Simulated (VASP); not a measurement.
Input of a VASP 6.6.1 run:

INCAR

```
PREC = Accurate
ENCUT = 630
EDIFF = 1E-6
ISMEAR = -1
SIGMA = 0.05
LREAL = False
LASPH = True
NELM = 120
ALGO = Normal
ISIF = 2
LWAVE = False
LCHARG = False
GGA = CA
NBANDS = 16
GGA_COMPAT = False
```

File KPOINTS:

```
Automatic mesh
0
Gamma
  8 8 8
```

Contents of POSCAR:

```
Cd
1.0
    2.7333994670      0.0000000000      0.0000000000
    0.0000000000      2.7333994670      0.0000000000
    0.0000000000      0.0000000000      2.7333994670
Cd
1
Direct
    0.0000000000      0.0000000000      0.0000000000
```

Potentials or basis: VASP PAW LDA potentials, release 64 (Cd_sv_GW).

Command:

```console
$ cat potpaw_LDA.64/Cd_sv_GW/POTCAR > POTCAR
$ mpirun -np 1 vasp_std > vasp.out
```

(1) Estimate the band gap on the k mesh.

(2) Estimate the pressure.

Results:

(1) zero (bands 10 and 11 overlap by 7.71 eV).

(2) 10.1 GPa.

Caveat: the cell stands under pressure.
